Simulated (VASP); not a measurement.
# Sn (Fddd) in VASP: single point with r2SCAN

Aim: the single point of Sn with r2SCAN.

All numbers are computed with VASP 6.6.1; they aren't measurements. Logs are shortened: lines on timing, memory, paths and dates and some standing lists are left out, and cuts for length are marked.

## 1. The cell of the first run

It takes space group Fddd (No. 70, orthorhombic). The conventional cell has a = 6.167 Å, b = 6.491 Å, c = 6.816 Å, α = 90.00°, β = 90.00°, γ = 90.00°. Within 3.7 Å of Sn (site symmetry 222) lie 4 Sn at 2.81 Å.

## 2. Single point, r2SCAN (strain -0.0500 x Voigt [1, -1, 0, 0, 0, 0])

Contents of POSCAR:

```
Sn
1.0
    0.0000000000      3.4078800000      3.2456000000
    3.0833200000      0.0000000000      3.2456000000
    3.0833200000      3.4078800000      0.0000000000
Sn
2
Direct
    0.5000000000      0.5000000000      0.5000000000
    0.7500000000      0.7500000000      0.7500000000
```

Contents of INCAR.step1:

```
SYSTEM = Sn
PREC = Accurate ; ENCUT = 520
ISMEAR = 0 ; SIGMA = 0.15
LREAL = .FALSE. ; LASPH = .TRUE.
NELM = 60 ; NBANDS = 21
GGA = PE ; ALGO = Normal
EDIFF = 1E-4 ; LWAVE = .TRUE.
LCHARG = .FALSE.
```

Contents of INCAR.step2:

```
SYSTEM = Sn
PREC = Accurate ; ENCUT = 520
EDIFF = 1E-6 ; ISMEAR = 0
SIGMA = 0.15 ; LREAL = .FALSE.
LASPH = .TRUE. ; NELM = 60
ALGO = Normal ; ISIF = 2
LWAVE = .FALSE. ; LCHARG = .TRUE.
METAGGA = R2SCAN ; LMIXTAU = .TRUE.
LELF = .TRUE. ; LVHAR = .TRUE.
NBANDS = 21 ; ISTART = 1
```

Contents of KPOINTS:

```
regular mesh
0
G
  12 12 12
  0 0 0
```

Potentials or basis: VASP PAW PBE potentials, release 64 (Sn_d).

Run with:

```
> cat potpaw_PBE.64/Sn_d/POTCAR > POTCAR
> cp INCAR.step1 INCAR
> mpirun -np 1 vasp_std > vasp.out
> cp INCAR.step2 INCAR
> mpirun -np 1 vasp_std > vasp.out
```

OUTCAR:

```text
SYSTEM = Sn
   PREC = Accurate
   ENCUT = 520
   EDIFF = 1E-6
   ISMEAR = 0
   LREAL = .FALSE.
   LASPH = .TRUE.
   NELM = 60
   ISIF = 2
   METAGGA = R2SCAN
   ISTART = 1

 ion  position               nearest neighbor table
   1  0.500  0.500  0.500-   2 2.81   2 2.81   2 2.81   2 2.81
   2  0.750  0.750  0.750-   1 2.81   1 2.81   1 2.81   1 2.81

  LATTYP: Found a face centered orthorhombic cell.
 ALAT       =     6.1666400000
 B/A-ratio  =     1.0526315789
 C/A-ratio  =     1.1052631579

  Lattice vectors:

 A1 = (   0.0000000000,   3.4078800000,  -3.2456000000)
 A2 = (   3.0833200000,   3.4078800000,   0.0000000000)
 A3 = (   3.0833200000,   0.0000000000,  -3.2456000000)

Analysis of symmetry for initial positions (statically):
=====================================================================
 Subroutine PRICEL returns:
 Original cell was already a primitive cell.

 Routine SETGRP: Setting up the symmetry group for a
 face centered orthorhombic supercell.

 Subroutine GETGRP returns: Found  8 space group operations
 (whereof  4 operations were pure point group operations)
 out of a pool of  8 trial point group operations.

The static configuration has the point symmetry D_2 .
 The point group associated with its full space group is D_2h.

Analysis of symmetry for dynamics (positions and initial velocities):
=====================================================================
 Subroutine PRICEL returns:
 Original cell was already a primitive cell.

 Routine SETGRP: Setting up the symmetry group for a
 face centered orthorhombic supercell.

 Subroutine GETGRP returns: Found  8 space group operations
 (whereof  4 operations were pure point group operations)
 out of a pool of  8 trial point group operations.

The dynamic configuration has the point symmetry D_2 .
 The point group associated with its full space group is D_2h.

 Subroutine INISYM returns: Found  8 space group operations
 (whereof  4 operations are pure point group operations),
 and found     1 'primitive' translations

----------------------------------------------------------------------------------------

                                     Primitive cell

  volume of cell :      68.2068

  direct lattice vectors                    reciprocal lattice vectors
     0.000000000  3.407880000  3.245600000    -0.162162863  0.146718781  0.154054720
     3.083320000  0.000000000  3.245600000     0.162162863 -0.146718781  0.154054720
     3.083320000  3.407880000  0.000000000     0.162162863  0.146718781 -0.154054720
[... 82 lines left out ...]
   ENCUT  =  520.0 eV  38.22 Ry    6.18 a.u.   8.75  8.32  8.54*2*pi/ulx,y,z
   NELM   =     60;   NELMIN=  2; NELMDL=  0     # of ELM steps
   EDIFF  = 0.1E-05   stopping-criterion for ELM
   LREAL  =      F    real-space projection
   EDIFFG = 0.1E-04   stopping-criterion for IOM
   NSW    =      0    number of steps for IOM
   IBRION =     -1    ionic relax: 0-MD 1-quasi-New 2-CG
   NFREE  =      0    steps in history (QN), initial steepest desc. (CG)
   ISIF   =      2    stress and relaxation
   ISYM   =      2    0-nonsym 1-usesym 2-fastsym
   POTIM  = 0.5000    time-step for ionic-motion
   TEBEG  =    0.0;   TEEND  =   0.0 temperature during run
   PSTRESS=    0.0 pullay stress
   NELECT =      28.0000    total number of electrons
   NUPDOWN=      -1.0000    fix difference up-down
   EMIN   =  10.00;   EMAX   =-10.00  energy-range for DOS
   EFERMI =   0.00;   METHOD = LEGACY
   ISMEAR =     0;   SIGMA  =   0.15  broadening in eV -4-tet -1-fermi 0-gaus
   EFERMI_NEDOS =   21; number of points for ismear=-14 and -15
   IALGO  =     38    algorithm
   IMIX   =      4    mixing-type and parameters
     AMIX     =   0.40;   BMIX     =  1.00
     AMIX_MAG =   1.60;   BMIX_MAG =  1.00
  volume/ion in A,a.u.               =      34.10       230.14
  Fermi-wavevector in a.u.,A,eV,Ry     =   1.216704  2.299237 20.141633  1.480368
  Thomas-Fermi vector in A             =   2.352049
   LORBIT       =      0    0 simple, 1 ext, 2 COOP (PROOUT), +10 PAW based schemes
   METAGGA = R2SCAN    functional components
   LHFCALC =     F    Hartree Fock is set to
   AEXX    =    0.0000 exact exchange contribution
   IVDW    =     0    specifies the selected vdW correction
   LEPSILON=     F    determine dielectric tensor
   LRPA    =     F    only Hartree local field effects (RPA)
 non-spin polarized calculation
 Gauss-broadening in eV      SIGMA  =   0.15
  energy-cutoff  :      520.00
  volume of cell :       68.21
 maximum number of plane-waves:      1861
   NGX = 17   NGY = 17   NGZ = 17

 number of electron      28.0000002 magnetization

 Free energy of the ion-electron system (eV)
  ---------------------------------------------------
  ext. energy  EPLUGINS =         0.00000000
  ---------------------------------------------------
  free energy    TOTEN  =       -49.44377001 eV

  energy without entropy =      -49.44234916  energy(sigma->0) =      -49.44305959

 E-fermi :   5.6687     XC(G=0):  -9.6069

 val. band max:        5.6573000623   @ k =  -0.0833   0.0000   0.0833
 cond. band min:       5.6921362009   @ k =   0.4167  -0.0000  -0.0000
 fundamental gap:      0.0348361386
 Fermi energy:         5.6686750538

 k-point     1 :       0.0000    0.0000    0.0000
  band No.  band energies     occupation
      1     -16.8265      2.00000
      2     -16.8015      2.00000
      3     -16.7826      2.00000
      4     -16.7447      2.00000
      5     -16.7294      2.00000
      6     -16.4473      2.00000
[... 565 lines left out ...]
     20      14.0071      0.00000
     21      14.4003      0.00000

 [... further k-points ...]

------------------------ aborting loop because EDIFF is reached ----------------------------------------

  FORCE on cell =-STRESS in cart. coord.  units (eV):
  Direction    XX          YY          ZZ          XY          YZ          ZX
  --------------------------------------------------------------------------------------
  -------------------------------------------------------------------------------------
  Total        1.3878458     -0.1084905      0.8258323      0.0000000      0.0000000      0.0000000
  in kB       32.6004751     -2.5484404     19.3987873      0.0000000      0.0000000      0.0000000
  external PRESSURE =      16.4836073 kB  Pullay stress =       0.0000000 kB

 VOLUME and BASIS-vectors are now :
 -----------------------------------------------------------------------------
  energy-cutoff  :      520.00
  volume of cell :       68.21
      direct lattice vectors                 reciprocal lattice vectors
     0.000000000  3.407880000  3.245600000    -0.162162863  0.146718781  0.154054720
     3.083320000  0.000000000  3.245600000     0.162162863 -0.146718781  0.154054720
     3.083320000  3.407880000  0.000000000     0.162162863  0.146718781 -0.154054720

 POSITION                                       TOTAL-FORCE (eV/Angst)
 -----------------------------------------------------------------------------------
      3.08332      3.40788      3.24560         0.000000     -0.000000      0.000000
      4.62498      5.11182      4.86840        -0.000000      0.000000     -0.000000
 -----------------------------------------------------------------------------------
    total drift:                                0.000000      0.000000      0.000000

  FREE ENERGIE OF THE ION-ELECTRON SYSTEM (eV)
  ---------------------------------------------------
  free  energy   TOTEN  =       -49.4437700136 eV

  energy  without entropy=      -49.4423491639  energy(sigma->0) =      -49.44305959
```

It took 16 min on 1 thread of Intel Xeon 6975P-C (Granite Rapids), shared host; peak memory 0.45 GiB.

What came out:

```
Free energy            : -49.4438 eV
Pressure               : 1.6 GPa
Band gap on the k mesh : zero (bands 14 and 15 overlap by 0.01 eV)
```

Stress tensor (GPa, compression positive):
```
 3.26  0.00  0.00
 0.00 -0.25  0.00
 0.00  0.00  1.94
```

Levels at points of the mesh, in eV from the Fermi level:
```tsv
k point	band 10	band 11	band 12	band 13	band 14	band 15	band 16	band 17	band 18	band 19
(0.00, 0.00, 0.00)	-22.05	-11.20	-0.47	-0.43	-0.03	0.27	1.95	2.19	2.41	5.36
(0.50, 0.00, 0.00)	-22.00	-9.47	-6.66	-1.65	-1.01	-0.03	3.16	3.56	5.96	8.47
(0.50, 0.50, 0.00)	-22.00	-7.92	-7.92	-2.72	-2.72	0.86	0.86	7.66	7.66	9.18
(0.50, 0.00, 0.50)	-21.98	-8.12	-8.12	-2.45	-2.45	1.21	1.21	7.91	7.91	9.43
(0.00, 0.50, 0.50)	-22.03	-7.73	-7.73	-3.01	-3.01	0.53	0.53	8.00	8.00	9.63
```

Caveat: the cell differs from its parent crystal (strain -0.0500 x Voigt [1, -1, 0, 0, 0, 0]); the PAW data sets were made with another functional, which shifts forces and pressure a little; spin-orbit coupling is left out, which moves the levels of the heavy elements.
